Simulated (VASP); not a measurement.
Set up this calculation in VASP 6.6.1, as the native input.

```
Task                   : electric field gradients
Functional             : PBEsol
Potentials or basis    : VASP PAW PBE potentials, release 64 (Ta_pv)
Cutoff                 : 520 eV
k mesh                 : 15 × 15 × 15
Occupations            : fermi-dirac, width 0.05 eV
Spin                   : no spin polarisation
Dipole correction      : no
Further INCAR settings : ALGO = Normal; EDIFF = 1e-08; NBANDS = 12
```

The structure of Ta lies in POSCAR:

```
Ta
1.0
   -1.6836662614      1.6836662614      1.6836662614
    1.6836662614     -1.6836662614      1.6836662614
    1.6836662614      1.6836662614     -1.6836662614
Ta
1
Direct
    0.0000000000      0.0000000000      0.0000000000
```

This cell differs from its parent crystal: volume scaled by 1.06.

The input as run:

INCAR

```
SYSTEM = Ta
ALGO = Normal
EDIFF = 1E-8
ENCUT = 520
GGA = PS
ISIF = 2
ISMEAR = -1
LASPH = .TRUE.
LCHARG = .FALSE.
LEFG = .TRUE.
LREAL = .FALSE.
LWAVE = .FALSE.
NBANDS = 12
NELM = 100
PREC = Accurate
SIGMA = 0.05
```

KPOINTS

```
k-points
0
G
  15 15 15
  0 0 0
```

Potentials or basis: VASP PAW PBE potentials, release 64 (Ta_pv).

Command:

```bash
$ cat potpaw_PBE.64/Ta_pv/POTCAR > POTCAR
$ mpirun -np 1 vasp_std > vasp.out
```

It gave:

```json
{"Pressure": "-13.9 GPa"}
```

Caveat: without QUAD_EFG the Cq values of the log hold for a quadrupole moment of 1 mb, not for the nuclei; the PAW data sets were made with another functional, which shifts forces and pressure a little.

Run time: 17 s on 1 thread of Intel Xeon 6975P-C, on a shared host, peak memory 0.16 GiB.
